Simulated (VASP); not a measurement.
Crystal: KF.

```
CELL_PARAMETERS angstrom
4.48500 0.00000 0.00000
-2.24250 3.88413 0.00000
0.00000 0.00000 5.27130
ATOMIC_POSITIONS crystal
K 0.33333 0.66667 0.93750
K 0.66667 0.33333 0.43750
F 0.33333 0.66667 0.43750
F 0.66667 0.33333 0.93750
```

Base run:

| Item | Value |
| --- | --- |
| Program | VASP 6.6.1 |
| Functional | r2SCAN |
| Potentials or basis | VASP PAW PBE potentials, release 64 (K_sv, F) |
| Cutoff | 520 eV |
| k mesh | 6 × 6 × 4 |
| Occupations | gaussian, width 0.01 eV |
| Spin | no spin polarisation |

Its results: band gap on the k mesh 5.95 eV, direct; pressure 0.0 GPa.

Q: The run is repeated on the same cell with these changes: functional from r2SCAN to PBE; further incar settings from ALGO = Normal; EDIFF = 1e-06; NBANDS = 24 to ALGO = Normal; EDIFF = 1e-07; NBANDS = 24. What comes out?

A: Band gap on the k mesh 5.37 eV, direct; pressure 1.3 GPa.

Caveats: the PAW data sets were made with another functional, which shifts forces and pressure a little (some runs).

A k mesh can miss the band edges.
